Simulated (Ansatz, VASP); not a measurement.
N in VASP and in Ansatz

POSCAR

```
N
1.0
    3.6290016496      0.0000000000      0.0000000000
   -1.8145008248      3.1428076190      0.0000000000
    0.0000000000      0.0000000000      5.8900000000
N
2
Direct
    0.3492426749      0.6984853499      0.2330220713
    0.6666666667      0.3333333333      0.7500000000
```

Contents of INCAR.step1:

```
PREC = Accurate
ENCUT = 520
ISMEAR = 0
SIGMA = 0.05
LREAL = False
LASPH = True
NELM = 150
ISPIN = 2
MAGMOM = 3.2 3.2
NBANDS = 16
GGA = PE
ALGO = Normal
EDIFF = 1E-4
LWAVE = True
LCHARG = False
```

INCAR.step2

```
PREC = Accurate
ENCUT = 520
EDIFF = 1E-6
ISMEAR = 0
SIGMA = 0.05
LREAL = False
LASPH = True
NELM = 150
ALGO = Normal
ISIF = 2
LWAVE = False
LCHARG = True
ISPIN = 2
MAGMOM = 3.2 3.2
LORBIT = 11
METAGGA = R2SCAN
LMIXTAU = True
LELF = True
LVHAR = True
NBANDS = 16
ISTART = 1
```

Contents of KPOINTS:

```
Automatic mesh
0
Gamma
  6 6 4
```

Input for Ansatz:

```yaml
crystal:
  lattice:
    - [3.6290016496, 0.0, 0.0]
    - [-1.8145008248, 3.142807619, 0.0]
    - [0.0, 0.0, 5.89]
  atoms:
    - { symbol: "N", position: [0.3492426749, 0.6984853499, 0.2330220713], spin: 3.2 }
    - { symbol: "N", position: [0.6666666667, 0.3333333333, 0.75], spin: 3.2 }
basis:
  ecutwfc: 500
kpoints:
  mp_grid: { grid: [6, 6, 4] }
hamiltonian:
  xc: r2scan
scf:
  occupations: { method: gaussian, width: 0.05 }
output:
  forces: true
  stress: true
  eigenvalues: true
  populations: true
magnetization:
  spin_polarized: true
```

Alike in both runs: task single point; functional r2SCAN; k mesh 6 × 6 × 4; occupations gaussian, width 0.05 eV; collinear spin.

```csv
,VASP,Ansatz
version,VASP 6.6.1,Ansatz 0.2.0
potentials or method,"VASP PAW PBE potentials, release 64 (N), cutoff 520 eV","scalar-relativistic, plane waves, PAW"
valence electrons in the cell,10,10
```

```csv
,VASP,Ansatz,Ansatz less VASP
gap on the k mesh at the Fermi level (eV),3.92,3.92,-0.004
least direct gap on the mesh (eV),3.92,3.92,-0.004
pressure (GPa),0.2,0.3,+0.15
rms of the force components (eV/Å),0.014,0.014,-0.0003
net moment per atom (μB),3.00,3.00,0.000
size of the moment on the site where the two differ most (μB),1.99,2.89,+0.895
```

VASP's potentials were made for PBE, not for r2SCAN. Site moments also hang on the region over which each program counts them. Atom by atom the forces differ by 0.000 eV/Å (rms over components). Ansatz's warnings: stability check not made.
